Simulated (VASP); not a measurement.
Input of a VASP 6.6.1 run:

Contents of INCAR:

```
AGGAC = 1.0
AGGAX = 1.0
ALDAC = 0.0
ALDAX = 1.0
ALGO = Normal
EDIFF = 1E-6
ENCUT = 520
GGA = B5
ISIF = 2
ISMEAR = -1
ISPIN = 2
LASPH = T
LCHARG = T
LELF = T
LMAXMIX = 4
LORBIT = 11
LREAL = F
LVHAR = T
LWAVE = F
MAGMOM = 0.5 0.5
NBANDS = 21
NELM = 150
PREC = Accurate
SIGMA = 0.05
```

The input KPOINTS:

```
k-points
0
Gamma
  13 13 13
```

POSCAR

```
Pd
1.0
   -3.0175735610      3.4347534651      1.3591093691
    3.4347534651     -3.0175735610      1.3591093691
    1.9371807454      1.9371807454     -0.5950436107
Pd
2
Direct
    0.0076310474      0.9923689526      0.0000000000
    0.7423689526      0.2576310474      0.5000000000
```

Potentials or basis: VASP PAW PBE potentials, release 64 (Pd).

Command:

```bash
$ cat potpaw_PBE.64/Pd/POTCAR > POTCAR
$ mpirun -np 1 vasp_std > vasp.out
```

Task: Predict the net moment.

Result: 0.00 μB per cell.

Task: Estimate the pressure.

Result: -4.1 GPa.

Forces on the atoms (eV/Å):
```
Pd  -0.017  0.017  0.000
Pd   0.017 -0.017  0.000
```

Caveat: the cell stands under tension; the PAW data sets were made with another functional, which shifts forces and pressure a little.
